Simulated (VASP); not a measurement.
# Si (Fmmm) in VASP: further runs

The runs below take Si through single point, with PBEsol.

Everything below comes from runs of VASP 6.6.1. Logs are shortened: lines on timing, memory, paths and dates and some standing lists are left out, and cuts for length are marked.

## Step 1: The cell of the first run

Symmetry: Fmmm, No. 69, orthorhombic system. Conventional cell: a = 3.837 Å, b = 7.329 Å, c = 8.645 Å, α = 90.00°, β = 90.00°, γ = 90.00°. Si (site symmetry m2m) has 5 Si at 2.03 to 2.62 Å within 2.7 Å. Si (site symmetry mm2) has 4 Si at 2.03 to 2.28 Å within 2.7 Å.

## Step 2: Single point, PBEsol

File INCAR:

```
PREC     = Accurate       # precision mode
ENCUT    = 520            # plane-wave cutoff, eV
EDIFF    = 1E-7           # SCF threshold, eV
ISMEAR   = 0              # smearing method
SIGMA    = 0.03           # smearing width, eV
LREAL    = False          # projectors in reciprocal space
LASPH    = True           # aspherical terms in the spheres
NELM     = 100            # most SCF steps
ALGO     = Normal         # electronic algorithm
ISIF     = 2              # what is computed and relaxed
LWAVE    = False          # write WAVECAR
LCHARG   = False          # write CHGCAR
GGA      = PS             # functional
NBANDS   = 16             # bands
```

File KPOINTS:

```
regular mesh
0
Gamma
  10 10 10
```

File POSCAR:

```
Si
1.0
   -3.0564128447      3.0564128447      1.9186812134
    3.0564128447     -3.0564128447      1.9186812134
    2.5913065423      2.5913065423     -1.9186812134
Si
4
Direct
    0.1787304307      0.1787304307      0.3574608614
    0.8212695693      0.8212695693      0.6425391386
    0.1787304307      0.8212695693      0.0000000000
    0.8212695693      0.1787304307      0.0000000000
```

Potentials or basis: VASP PAW PBE potentials, release 64 (Si).

Run with:

```
cat potpaw_PBE.64/Si/POTCAR > POTCAR
mpirun -np 1 vasp_std > vasp.out
```

OUTCAR:

```text
PREC = Accurate
   ENCUT = 520
   EDIFF = 1E-7
   ISMEAR = 0
   LREAL = False
   LASPH = True
   NELM = 100
   ISIF = 2
   GGA = PS

 ion  position               nearest neighbor table
   1  0.179  0.179  0.357-   3 2.03   4 2.03   2 2.18   2 2.18   2 2.62
   2  0.821  0.821  0.643-   3 2.03   4 2.03   1 2.18   1 2.18   1 2.62
   3  0.179  0.821  0.000-   1 2.03   2 2.03   4 2.28   4 2.28   4 3.09
   4  0.821  0.179  0.000-   1 2.03   2 2.03   3 2.28   3 2.28   3 3.09

  LATTYP: Found a face centered orthorhombic cell.
 ALAT       =     3.8373624268
 B/A-ratio  =     1.9099894400
 C/A-ratio  =     2.2528080574

  Lattice vectors:

 A1 = (  -0.4651063024,   5.6477193870,  -0.0000000000)
 A2 = (  -3.0564128447,   3.0564128447,   1.9186812134)
 A3 = (   2.5913065423,   2.5913065423,   1.9186812134)

Analysis of symmetry for initial positions (statically):
=====================================================================
 Subroutine PRICEL returns:
 Original cell was already a primitive cell.

 Routine SETGRP: Setting up the symmetry group for a
 face centered orthorhombic supercell.

 Subroutine GETGRP returns: Found  8 space group operations
 (whereof  8 operations were pure point group operations)
 out of a pool of  8 trial point group operations.

The static configuration has the point symmetry D_2h.

Analysis of symmetry for dynamics (positions and initial velocities):
=====================================================================
 Subroutine PRICEL returns:
 Original cell was already a primitive cell.

 Routine SETGRP: Setting up the symmetry group for a
 face centered orthorhombic supercell.

 Subroutine GETGRP returns: Found  8 space group operations
 (whereof  8 operations were pure point group operations)
 out of a pool of  8 trial point group operations.

The dynamic configuration has the point symmetry D_2h.

 Subroutine INISYM returns: Found  8 space group operations
 (whereof  8 operations are pure point group operations),
 and found     1 'primitive' translations

----------------------------------------------------------------------------------------

                                     Primitive cell

  volume of cell :      60.7846

[... 91 lines left out ...]
   NELM   =    100;   NELMIN=  2; NELMDL= -5     # of ELM steps
   EDIFF  = 0.1E-06   stopping-criterion for ELM
   LREAL  =      F    real-space projection
   EDIFFG = 0.1E-05   stopping-criterion for IOM
   NSW    =      0    number of steps for IOM
   IBRION =     -1    ionic relax: 0-MD 1-quasi-New 2-CG
   NFREE  =      0    steps in history (QN), initial steepest desc. (CG)
   ISIF   =      2    stress and relaxation
   ISYM   =      2    0-nonsym 1-usesym 2-fastsym
   POTIM  = 0.5000    time-step for ionic-motion
   TEBEG  =    0.0;   TEEND  =   0.0 temperature during run
   PSTRESS=    0.0 pullay stress
   NELECT =      16.0000    total number of electrons
   NUPDOWN=      -1.0000    fix difference up-down
   EMIN   =  10.00;   EMAX   =-10.00  energy-range for DOS
   EFERMI =   0.00;   METHOD = LEGACY
   ISMEAR =     0;   SIGMA  =   0.03  broadening in eV -4-tet -1-fermi 0-gaus
   EFERMI_NEDOS =   21; number of points for ismear=-14 and -15
   IALGO  =     38    algorithm
   IMIX   =      4    mixing-type and parameters
     AMIX     =   0.40;   BMIX     =  1.00
     AMIX_MAG =   1.60;   BMIX_MAG =  1.00
  volume/ion in A,a.u.               =      15.20       102.55
  Fermi-wavevector in a.u.,A,eV,Ry     =   1.049181  1.982664 14.977022  1.100780
  Thomas-Fermi vector in A             =   2.184133
   LORBIT       =      0    0 simple, 1 ext, 2 COOP (PROOUT), +10 PAW based schemes
   GGA     = PS    functional components
   LHFCALC =     F    Hartree Fock is set to
   AEXX    =    0.0000 exact exchange contribution
   IVDW    =     0    specifies the selected vdW correction
   LEPSILON=     F    determine dielectric tensor
   LRPA    =     F    only Hartree local field effects (RPA)
 non-spin polarized calculation
 Gauss-broadening in eV      SIGMA  =   0.03
  energy-cutoff  :      520.00
  volume of cell :       60.78
 maximum number of plane-waves:      1658
   NGX = 17   NGY = 17   NGZ = 15

 number of electron      16.0000000 magnetization

 Free energy of the ion-electron system (eV)
  ---------------------------------------------------
  ext. energy  EPLUGINS =         0.00000000
  ---------------------------------------------------
  free energy    TOTEN  =       -18.68184018 eV

  energy without entropy =      -18.68161665  energy(sigma->0) =      -18.68172842

 E-fermi :   8.6911     XC(G=0): -10.6203

 val. band max:        8.6767344984   @ k =  -0.3000   0.5000   0.2000
 cond. band min:       8.7060062677   @ k =  -0.2000   0.5000   0.3000
 fundamental gap:      0.0292717693
 Fermi energy:         8.6910960902

 k-point     1 :       0.0000    0.0000    0.0000
  band No.  band energies     occupation
      1      -5.7010      2.00000
      2       1.6290      2.00000
      3       1.6878      2.00000
      4       3.9205      2.00000
      5       4.1027      2.00000
      6       6.1510      2.00000
[... 433 lines left out ...]
      3       0.6446      2.00000
      4       3.5127      2.00000
      5       4.1779      2.00000
      6       5.6900      2.00000
[... 8 lines left out ...]
     15      15.1139      0.00000
     16      15.6724      0.00000

 [... further k-points ...]

------------------------ aborting loop because EDIFF is reached ----------------------------------------

  FORCE on cell =-STRESS in cart. coord.  units (eV):
  Direction    XX          YY          ZZ          XY          YZ          ZX
  --------------------------------------------------------------------------------------
  -------------------------------------------------------------------------------------
  Total       26.0521192     26.0521192      8.9340904     -3.5796389     -0.0000000     -0.0000000
  in kB      686.6888835    686.6888835    235.4871982    -94.3531016     -0.0000000     -0.0000000
  external PRESSURE =     536.2883218 kB  Pullay stress =       0.0000000 kB

 VOLUME and BASIS-vectors are now :
 -----------------------------------------------------------------------------
  energy-cutoff  :      520.00
  volume of cell :       60.78
      direct lattice vectors                 reciprocal lattice vectors
    -3.056412845  3.056412845  1.918681213     0.014681196  0.178271661  0.260595661
     3.056412845 -3.056412845  1.918681213     0.178271661  0.014681196  0.260595661
     2.591306542  2.591306542 -1.918681213     0.192952857  0.192952857  0.000000000

 POSITION                                       TOTAL-FORCE (eV/Angst)
 -----------------------------------------------------------------------------------
      0.92629      0.92629      0.00000         3.320135      3.320135      0.000000
      1.66502      1.66502      1.91868        -3.320135     -3.320135     -0.000000
      1.96386     -1.96386      1.91868        -5.344929      5.344929     -0.000000
     -1.96386      1.96386      1.91868         5.344929     -5.344929     -0.000000
 -----------------------------------------------------------------------------------
    total drift:                               -0.000000     -0.000000     -0.000000

  FREE ENERGIE OF THE ION-ELECTRON SYSTEM (eV)
  ---------------------------------------------------
  free  energy   TOTEN  =       -18.6818401769 eV

  energy  without entropy=      -18.6816166532  energy(sigma->0) =      -18.68172842
```

Wall time 1.9 min (1 thread of AMD EPYC 9R45 (Zen 5), shared host); peak memory 0.23 GiB.

What came out:

```
Free energy            : -18.6818 eV
Pressure               : 53.6 GPa
Largest force          : 7.559 eV/Å
Band gap on the k mesh : zero (bands 8 and 9 overlap by 1.54 eV)
```

Forces in eV/Å, atoms in the order of the input:
```
Si   3.320  3.320  0.000
Si  -3.320 -3.320  0.000
Si  -5.345  5.345  0.000
Si   5.345 -5.345  0.000
```

Caveat: the stress differs along the axes, from 24 to 69 GPa; the PAW data sets were made with another functional, which shifts forces and pressure a little.

[end of part 1 of 2]

The gap in the log of VASP goes by the Fermi energy; the results here count the filled bands.